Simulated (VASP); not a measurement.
# Cu (P6_3/mmc) in VASP: notebook

The runs below take Cu through single point, with r2SCAN.

Program: VASP 6.6.1. These are calculated values, not measurements. Logs are shortened: lines on timing, memory, paths and dates and some standing lists are left out, and cuts for length are marked.

### Step 1. The cell of the first run

The structure is hexagonal, space group P6_3/mmc (No. 194). The conventional cell has a = 2.534 Å, b = 2.534 Å, c = 4.113 Å, α = 90.00°, β = 90.00°, γ = 120.00°. Within 3.3 Å of Cu (site symmetry -6m2) lie 12 Cu at 2.52 to 2.53 Å.

### Step 2. Single point, r2SCAN

POSCAR

```
Cu
1.0
    2.5340966700      0.0000000000      0.0000000000
   -1.2670483300      2.1945920900      0.0000000000
    0.0000000000      0.0000000000      4.1125710000
Cu
2
Direct
    0.3333333333      0.6666666667      0.2500000000
    0.6666666667      0.3333333333      0.7500000000
```

INCAR.step1

```
ALGO     = Normal         # electronic algorithm
EDIFF    = 1E-4           # SCF threshold, eV
ENCUT    = 520            # plane-wave cutoff, eV
GGA      = PE             # functional
ISMEAR   = -1             # smearing method
LASPH    = True           # aspherical terms in the spheres
LCHARG   = False          # write CHGCAR
LREAL    = False          # projectors in reciprocal space
LWAVE    = True           # write WAVECAR
NBANDS   = 18             # bands
NELM     = 100            # most SCF steps
PREC     = Accurate       # precision mode
SIGMA    = 0.1            # smearing width, eV
```

INCAR.step2

```
ALGO     = Normal         # electronic algorithm
EDIFF    = 1E-6           # SCF threshold, eV
ENCUT    = 520            # plane-wave cutoff, eV
ISIF     = 2              # what is computed and relaxed
ISMEAR   = -1             # smearing method
ISTART   = 1            
LASPH    = True           # aspherical terms in the spheres
LCHARG   = False          # write CHGCAR
LMIXTAU  = True         
LREAL    = False          # projectors in reciprocal space
LWAVE    = False          # write WAVECAR
METAGGA  = R2SCAN         # meta-GGA
NBANDS   = 18             # bands
NELM     = 100            # most SCF steps
PREC     = Accurate       # precision mode
SIGMA    = 0.1            # smearing width, eV
```

KPOINTS

```
k-points
0
Gamma
  8 8 5
```

Potentials or basis: VASP PAW PBE potentials, release 64 (Cu).

Launch:

```
cat potpaw_PBE.64/Cu/POTCAR > POTCAR
cp INCAR.step1 INCAR
mpirun -np 1 vasp_std > vasp.out
cp INCAR.step2 INCAR
mpirun -np 1 vasp_std > vasp.out
```

OUTCAR:

```text
EDIFF = 1E-6
   ENCUT = 520
   ISIF = 2
   ISMEAR = -1
   ISTART = 1
   LASPH = True
   LREAL = False
   METAGGA = R2SCAN
   NELM = 100
   PREC = Accurate

 ion  position               nearest neighbor table
   1  0.333  0.667  0.250-   2 2.52   2 2.52   2 2.52   2 2.52   2 2.52   2 2.52
   2  0.667  0.333  0.750-   1 2.52   1 2.52   1 2.52   1 2.52   1 2.52   1 2.52

  LATTYP: Found a hexagonal cell.
 ALAT       =     2.5340966700
 C/A-ratio  =     1.6228942837

  Lattice vectors:

 A1 = (   2.5340966700,   0.0000000000,   0.0000000000)
 A2 = (  -1.2670483300,   2.1945920900,   0.0000000000)
 A3 = (   0.0000000000,   0.0000000000,   4.1125710000)

Analysis of symmetry for initial positions (statically):
=====================================================================
 Subroutine PRICEL returns:
 Original cell was already a primitive cell.

 Routine SETGRP: Setting up the symmetry group for a
 hexagonal supercell.

 Subroutine GETGRP returns: Found 24 space group operations
 (whereof 12 operations were pure point group operations)
 out of a pool of 24 trial point group operations.

The static configuration has the point symmetry D_3d.
 The point group associated with its full space group is D_6h.

Analysis of symmetry for dynamics (positions and initial velocities):
=====================================================================
 Subroutine PRICEL returns:
 Original cell was already a primitive cell.

 Routine SETGRP: Setting up the symmetry group for a
 hexagonal supercell.

 Subroutine GETGRP returns: Found 24 space group operations
 (whereof 12 operations were pure point group operations)
 out of a pool of 24 trial point group operations.

The dynamic configuration has the point symmetry D_3d.
 The point group associated with its full space group is D_6h.

 Subroutine INISYM returns: Found 24 space group operations
 (whereof 12 operations are pure point group operations),
 and found     1 'primitive' translations

----------------------------------------------------------------------------------------

                                     Primitive cell

  volume of cell :      22.8713

  direct lattice vectors                    reciprocal lattice vectors
     2.534096670  0.000000000  0.000000000     0.394617937  0.227832771  0.000000000
    -1.267048330  2.194592090  0.000000000     0.000000000  0.455665545  0.000000000
     0.000000000  0.000000000  4.112571000     0.000000000  0.000000000  0.243156896

  length of vectors
     2.534096670  2.534096666  4.112571000     0.455665544  0.455665545  0.243156896

  position of ions in fractional coordinates (direct lattice)
     0.333333333  0.666666667  0.250000000
     0.666666667  0.333333333  0.750000000

  ion indices of the primitive-cell ions
   primitive index   ion index
                 1           1
                 2           2

----------------------------------------------------------------------------------------

 KPOINTS: k-points

Automatic generation of k-mesh.
 Grid dimensions read from file:
 generate k-points for:    8    8    5

 Generating k-lattice:

  Cartesian coordinates                     Fractional coordinates (reciprocal lattice)
     0.049327242  0.028479096  0.000000000     0.125000000  0.000000000  0.000000000
     0.000000000  0.056958193  0.000000000     0.000000000  0.125000000  0.000000000
     0.000000000  0.000000000  0.048631379     0.000000000  0.000000000  0.200000000

  Length of vectors
     0.056958193  0.056958193  0.048631379

  Shift w.r.t. Gamma in fractional coordinates (k-lattice)
     0.000000000  0.000000000  0.000000000

 Subroutine IBZKPT returns following result:
 ===========================================

 Found     30 irreducible k-points:

 Following reciprocal coordinates:
            Coordinates               Weight
  0.000000  0.000000  0.000000      1.000000
  0.125000  0.000000  0.000000      6.000000
  0.250000  0.000000  0.000000      6.000000
  0.375000  0.000000  0.000000      6.000000
  0.500000  0.000000  0.000000      3.000000
  0.125000  0.125000  0.000000      6.000000
[... 16 lines left out ...]
  0.250000  0.000000  0.400000     12.000000
  0.375000  0.000000  0.400000     12.000000
 [... further k-points ...]
   k-points           NKPTS =     30   k-points in BZ     NKDIM =     30   number of bands    NBANDS=     18
   number of dos      NEDOS =    301   number of ions     NIONS =      2
   total plane-waves  NPLWV =  12800
   dimension x,y,z NGX =    20 NGY =   20 NGZ =   32
   dimension x,y,z NGXF=    40 NGYF=   40 NGZF=   64
   ions per type =               2
   NGX,Y,Z   is equivalent  to a cutoff of  13.12, 13.12, 12.94 a.u.
   NGXF,Y,Z  is equivalent  to a cutoff of  26.24, 26.24, 25.87 a.u.
 SYSTEM =  unknown system
   PREC   = accura    normal or accurate (medium, high low for compatibility)
   ISTART =      1    job   : 0-new  1-cont  2-samecut
   ICHARG =      0    charge: 1-file 2-atom 10-const
   ISPIN  =      1    spin polarized calculation?
   LNONCOLLINEAR =      F non collinear calculations
   LSORBIT =      F    spin-orbit coupling
   LASPH  =      T    aspherical Exc in radial PAW
   ENCUT  =  520.0 eV  38.22 Ry    6.18 a.u.   4.71  4.71  7.65*2*pi/ulx,y,z
   NELM   =    100;   NELMIN=  2; NELMDL=  0     # of ELM steps
   EDIFF  = 0.1E-05   stopping-criterion for ELM
   LREAL  =      F    real-space projection
   EDIFFG = 0.1E-04   stopping-criterion for IOM
   NSW    =      0    number of steps for IOM
   IBRION =     -1    ionic relax: 0-MD 1-quasi-New 2-CG
   NFREE  =      0    steps in history (QN), initial steepest desc. (CG)
   ISIF   =      2    stress and relaxation
   ISYM   =      2    0-nonsym 1-usesym 2-fastsym
   POTIM  = 0.5000    time-step for ionic-motion
   TEBEG  =    0.0;   TEEND  =   0.0 temperature during run
   PSTRESS=    0.0 pullay stress
   NELECT =      22.0000    total number of electrons
   NUPDOWN=      -1.0000    fix difference up-down
   EMIN   =  10.00;   EMAX   =-10.00  energy-range for DOS
   EFERMI =   0.00;   METHOD = LEGACY
   ISMEAR =    -1;   SIGMA  =   0.10  broadening in eV -4-tet -1-fermi 0-gaus
   EFERMI_NEDOS =   21; number of points for ismear=-14 and -15
   IALGO  =     38    algorithm
   IMIX   =      4    mixing-type and parameters
     AMIX     =   0.40;   BMIX     =  1.00
     AMIX_MAG =   1.60;   BMIX_MAG =  1.00
  volume/ion in A,a.u.               =      11.44        77.17
  Fermi-wavevector in a.u.,A,eV,Ry     =   1.616041  3.053874 35.532800  2.611587
  Thomas-Fermi vector in A             =   2.710691
   LORBIT       =      0    0 simple, 1 ext, 2 COOP (PROOUT), +10 PAW based schemes
   METAGGA = R2SCAN    functional components
   LHFCALC =     F    Hartree Fock is set to
   AEXX    =    0.0000 exact exchange contribution
   IVDW    =     0    specifies the selected vdW correction
   LEPSILON=     F    determine dielectric tensor
   LRPA    =     F    only Hartree local field effects (RPA)
 non-spin polarized calculation
  energy-cutoff  :      520.00
  volume of cell :       22.87
 maximum number of plane-waves:       631
 NGX is ok and might be reduce to    20
   NGX =  9   NGY =  9   NGZ = 15

 number of electron      21.9999979 magnetization

 Free energy of the ion-electron system (eV)
  ---------------------------------------------------
  ext. energy  EPLUGINS =         0.00000000
  ---------------------------------------------------
  free energy    TOTEN  =       -21.59611990 eV

  energy without entropy =      -21.56515139  energy(sigma->0) =      -21.58063564

 E-fermi :   7.7538     XC(G=0): -13.9615

 val. band max:        7.6207024102   @ k =   0.5000   0.0000   0.2000
 cond. band min:       7.7642415545   @ k =   0.5000   0.0000   0.0000
 fundamental gap:      0.1435391443
 Fermi energy:         7.7538201801

 k-point     1 :       0.0000    0.0000    0.0000
  band No.  band energies     occupation
      1      -2.1243      2.00000
      2       2.3867      2.00000
      3       4.5798      2.00000
      4       4.6195      2.00000
      5       4.6196      2.00000
      6       4.8469      2.00000
[... 10 lines left out ...]
     17      32.5746      0.00000
     18      32.5747      0.00000

 k-point     2 :       0.1250    0.0000    0.0000
  band No.  band energies     occupation
      1      -1.5935      2.00000
      2       2.6697      2.00000
      3       4.3333      2.00000
      4       4.7289      2.00000
      5       4.7319      2.00000
      6       4.8094      2.00000
[... 10 lines left out ...]
     17      32.5758      0.00000
     18      33.9467      0.00000

 k-point     3 :       0.2500    0.0000    0.0000
  band No.  band energies     occupation
      1      -0.1002      2.00000
      2       3.1526      2.00000
      3       3.8316      2.00000
      4       4.0789      2.00000
      5       4.5934      2.00000
      6       4.7813      2.00000
[... 10 lines left out ...]
     17      27.1044      0.00000
     18      29.7981      0.00000

 k-point     4 :       0.3750    0.0000    0.0000
  band No.  band energies     occupation
      1       1.8081      2.00000
      2       3.0817      2.00000
      3       3.3029      2.00000
      4       4.1931      2.00000
      5       4.5833      2.00000
      6       4.7192      2.00000
[... 375 lines left out ...]
      4       4.2644      2.00000
      5       4.4555      2.00000
      6       4.6669      2.00000
[... 10 lines left out ...]
     17      29.4076      0.00000
     18      30.5607      0.00000

 k-point    23 :       0.2500    0.0000    0.4000
  band No.  band energies     occupation
      1       1.1527      2.00000
      2       2.3414      2.00000
      3       3.7700      2.00000
      4       4.0776      2.00000
      5       4.4191      2.00000
      6       4.6840      2.00000
[... 10 lines left out ...]
     17      26.5190      0.00000
     18      28.7311      0.00000

 k-point    24 :       0.3750    0.0000    0.4000
  band No.  band energies     occupation
      1       2.2858      2.00000
      2       2.7269      2.00000
      3       3.6363      2.00000
      4       3.8712      2.00000
      5       5.0028      2.00000
      6       5.0179      2.00000
[... 10 lines left out ...]
     17      26.8891      0.00000
     18      27.0499      0.00000

 [... further k-points ...]
[... 5 lines left out ...]
  --------------------------------------------------------------------------------------
  -------------------------------------------------------------------------------------
  Total        0.2502608      0.2502608      0.1484763      0.0000000      0.0000000      0.0000000
  in kB       17.5312569     17.5312569     10.4010543      0.0000000      0.0000000      0.0000000
  external PRESSURE =      15.1545227 kB  Pullay stress =       0.0000000 kB

 VOLUME and BASIS-vectors are now :
 -----------------------------------------------------------------------------
  energy-cutoff  :      520.00
  volume of cell :       22.87
      direct lattice vectors                 reciprocal lattice vectors
     2.534096670  0.000000000  0.000000000     0.394617937  0.227832771  0.000000000
    -1.267048330  2.194592090  0.000000000     0.000000000  0.455665545  0.000000000
     0.000000000  0.000000000  4.112571000     0.000000000  0.000000000  0.243156896

 POSITION                                       TOTAL-FORCE (eV/Angst)
 -----------------------------------------------------------------------------------
      0.00000      1.46306      1.02814         0.000000     -0.000000      0.000000
      1.26705      0.73153      3.08443        -0.000000      0.000000     -0.000000
 -----------------------------------------------------------------------------------
    total drift:                               -0.000000      0.000000     -0.000000

  FREE ENERGIE OF THE ION-ELECTRON SYSTEM (eV)
  ---------------------------------------------------
  free  energy   TOTEN  =       -21.5961198962 eV

  energy  without entropy=      -21.5651513908  energy(sigma->0) =      -21.58063564
```

Wall time 28 s (1 thread of Intel Xeon 6975P-C (Granite Rapids), shared host); peak memory 0.14 GiB.

Results:

| Quantity | Value |
| --- | --- |
| Free energy | -21.5961 eV |
| Pressure | 1.5 GPa |
| Band gap on the k mesh | zero (band 11 reaches 10.81 eV, above the bottom of band 12 at 5.80 eV) |

Stress tensor (GPa, compression positive):
```
1.75 0.00 0.00
0.00 1.75 0.00
0.00 0.00 1.04
```

Caveat: the PAW data sets were made with another functional, which shifts forces and pressure a little.

### Step 3. Single point, r2SCAN

POSCAR is that of step 2.

INCAR.step1

```
SYSTEM = Cu
  ALGO = Normal
  EDIFF = 1E-4
  ENCUT = 520
  GGA = PE
  ISMEAR = -1
  LASPH = .True.
  LCHARG = .False.
  LREAL = .False.
  LWAVE = .True.
  NBANDS = 18
  NELM = 100
  PREC = Accurate
  SIGMA = 0.1
```

INCAR.step2

```
SYSTEM = Cu
  ALGO = Normal
  EDIFF = 1E-7
  ENCUT = 520
  ISIF = 2
  ISMEAR = -1
  ISTART = 1
  LASPH = .True.
  LCHARG = .False.
  LMIXTAU = .True.
  LREAL = .False.
  LWAVE = .False.
  METAGGA = R2SCAN
  NBANDS = 18
  NELM = 100
  PREC = Accurate
  SIGMA = 0.1
```

KPOINTS

```
k-points
0
Gamma
  10 10 6
  0 0 0
```

Potentials or basis: VASP PAW PBE potentials, release 64 (Cu).

Launch:

```
cat potpaw_PBE.64/Cu/POTCAR > POTCAR
cp INCAR.step1 INCAR
mpirun -np 1 vasp_std > vasp.out
cp INCAR.step2 INCAR
mpirun -np 1 vasp_std > vasp.out
```

OUTCAR:

```text
SYSTEM = Cu
   EDIFF = 1E-7
   ENCUT = 520
   ISIF = 2
   ISMEAR = -1
   ISTART = 1
   LASPH = .True.
   LREAL = .False.
   METAGGA = R2SCAN
   NELM = 100
   PREC = Accurate

 ion  position               nearest neighbor table
   1  0.333  0.667  0.250-   2 2.52   2 2.52   2 2.52   2 2.52   2 2.52   2 2.52
   2  0.667  0.333  0.750-   1 2.52   1 2.52   1 2.52   1 2.52   1 2.52   1 2.52

  LATTYP: Found a hexagonal cell.
 ALAT       =     2.5340966700
 C/A-ratio  =     1.6228942837

  Lattice vectors:

 A1 = (   2.5340966700,   0.0000000000,   0.0000000000)
[... 675 lines left out ...]
      5       4.4887      2.00000
      6       4.9401      2.00000
[... 10 lines left out ...]
     17      23.0380      0.00000
     18      26.0985      0.00000

 [... further k-points ...]
[... 5 lines left out ...]
  --------------------------------------------------------------------------------------
  -------------------------------------------------------------------------------------
  Total        0.1544317      0.1544317      0.1997006      0.0000000      0.0000000      0.0000000
  in kB       10.8182423     10.8182423     13.9894124      0.0000000      0.0000000      0.0000000
  external PRESSURE =      11.8752990 kB  Pullay stress =       0.0000000 kB

 VOLUME and BASIS-vectors are now :
 -----------------------------------------------------------------------------
  energy-cutoff  :      520.00
  volume of cell :       22.87
      direct lattice vectors                 reciprocal lattice vectors
     2.534096670  0.000000000  0.000000000     0.394617937  0.227832771  0.000000000
    -1.267048330  2.194592090  0.000000000     0.000000000  0.455665545  0.000000000
     0.000000000  0.000000000  4.112571000     0.000000000  0.000000000  0.243156896

 POSITION                                       TOTAL-FORCE (eV/Angst)
 -----------------------------------------------------------------------------------
      0.00000      1.46306      1.02814        -0.000000      0.000000      0.000000
      1.26705      0.73153      3.08443         0.000000      0.000000     -0.000000
 -----------------------------------------------------------------------------------
    total drift:                               -0.000000      0.000000     -0.000000

  FREE ENERGIE OF THE ION-ELECTRON SYSTEM (eV)
  ---------------------------------------------------
  free  energy   TOTEN  =       -21.6293691207 eV

  energy  without entropy=      -21.6017750843  energy(sigma->0) =      -21.61557210
```

OUTCAR.step1:

```text
SYSTEM = Cu
   EDIFF = 1E-4
   ENCUT = 520
   GGA = PE
   ISMEAR = -1
   LASPH = .True.
   LREAL = .False.
[... 727 lines left out ...]
      0.00000      1.46306      1.02814        -0.000000      0.000000      0.000000
      1.26705      0.73153      3.08443         0.000000     -0.000000      0.000000
 -----------------------------------------------------------------------------------
    total drift:                               -0.000000      0.000000     -0.000000

  FREE ENERGIE OF THE ION-ELECTRON SYSTEM (eV)
  ---------------------------------------------------
  free  energy   TOTEN  =        -7.4086128787 eV

  energy  without entropy=       -7.3800357458  energy(sigma->0) =       -7.39432431
```

OSZICAR.step1:

```text
N       E                     dE             d eps       ncg     rms          rms(c)
DAV:   1     0.123102873266E+03    0.12310E+03   -0.10611E+04  2160   0.222E+03
DAV:   2    -0.286211010999E+01   -0.12596E+03   -0.12017E+03  2018   0.291E+02
DAV:   3    -0.918484046505E+01   -0.63227E+01   -0.61651E+01  2290   0.863E+01
DAV:   4    -0.925527066621E+01   -0.70430E-01   -0.70374E-01  2372   0.987E+00
DAV:   5    -0.925621309941E+01   -0.94243E-03   -0.94240E-03  2466   0.997E-01    0.110E+01
DAV:   6    -0.812269239098E+01    0.11335E+01   -0.10888E+01  2144   0.963E+01    0.538E+00
DAV:   7    -0.743471140047E+01    0.68798E+00   -0.21476E+00  2208   0.393E+01    0.821E-01
DAV:   8    -0.741235267300E+01    0.22359E-01   -0.15583E-02  2404   0.150E+00    0.461E-01
DAV:   9    -0.740858735513E+01    0.37653E-02   -0.58742E-03  2394   0.220E+00    0.342E-02
DAV:  10    -0.740861287870E+01   -0.25524E-04   -0.17892E-04  1798   0.206E-01
   1 F= -.74086129E+01 E0= -.73943243E+01  d E =-.285771E-01
```

It took 53 s on 1 thread of Intel Xeon 6975P-C (Granite Rapids), shared host; peak memory 0.14 GiB.

What came out:

* Free energy: -21.6294 eV
* Pressure: 1.2 GPa
* Band gap on the k mesh: zero (band 11 reaches 11.04 eV, above the bottom of band 12 at 5.69 eV)

Stress tensor (GPa, compression positive):
```
1.08 0.00 0.00
0.00 1.08 0.00
0.00 0.00 1.40
```

Caveat: the PAW data sets were made with another functional, which shifts forces and pressure a little.
